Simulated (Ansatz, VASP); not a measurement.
This is a calculation of In for Ansatz 0.2.0.

The input input.yaml:

```yaml
crystal:
  lattice:
    - [-1.6468602161, 1.6468602161, 2.5062524172]
    - [1.6468602161, -1.6468602161, 2.5062524172]
    - [1.6468602161, 1.6468602161, -2.5062524172]
  atoms:
    - { symbol: In, position: [0.0, 0.0, 0.0] }
kpoints:
  mp_grid: { grid: [11, 11, 11] }
scf:
  occupations: { method: fermi_dirac, width: 0.05 }
hamiltonian:
  xc: pbe
  pseudopotentials: { kind: all_electron, lapw: { basis_error: 0.0005 } }
output:
  forces: true
  stress: true
  eigenvalues: true
```

Potentials or basis: all-electron LAPW, scalar-relativistic.

Launch:

```bash
$ ansatz run input.yaml --threads 1 --pin off --max-ram 2560MiB --backend cpu --events-out ev --progress --plain --runs-dir out
```

Task: Translate it to VASP 6.6.1. Potentials there: VASP PAW PBE potentials, release 64 (In_d).

Result: As run (the cutoff follows the program's own potentials):

File INCAR:

```
  PREC = Accurate
  ENCUT = 520
  EDIFF = 1E-6
  ISMEAR = -1
  SIGMA = 0.05
  LREAL = F
  LASPH = T
  NELM = 60
  ALGO = Normal
  ISIF = 2
  LWAVE = F
  LCHARG = F
  GGA = PE
  NBANDS = 12
```

KPOINTS

```
regular mesh
0
Gamma
  11 11 11
```

File POSCAR:

```
In
1.0
   -1.6468602161      1.6468602161      2.5062524172
    1.6468602161     -1.6468602161      2.5062524172
    1.6468602161      1.6468602161     -2.5062524172
In
1
Direct
    0.0000000000      0.0000000000      0.0000000000
```

Potentials or basis: VASP PAW PBE potentials, release 64 (In_d).

Run with:

```sh
$ cat potpaw_PBE.64/In_d/POTCAR > POTCAR
$ mpirun -np 1 vasp_std > vasp.out
```

Both were run:

|  | VASP | Ansatz | Ansatz less VASP |
| --- | --- | --- | --- |
| gap on the k mesh at the Fermi level (eV) | none | none | - |
| pressure (GPa) | 0.4 | 0.4 | +0.04 |
| traceless stress, the component that is largest in VASP (GPa) | -0.16 | -0.16 | -0.001 |

A gap of «none» marks a metal or a gap that the smearing closes. Ansatz ran all-electron here, and VASP with PAW potentials.
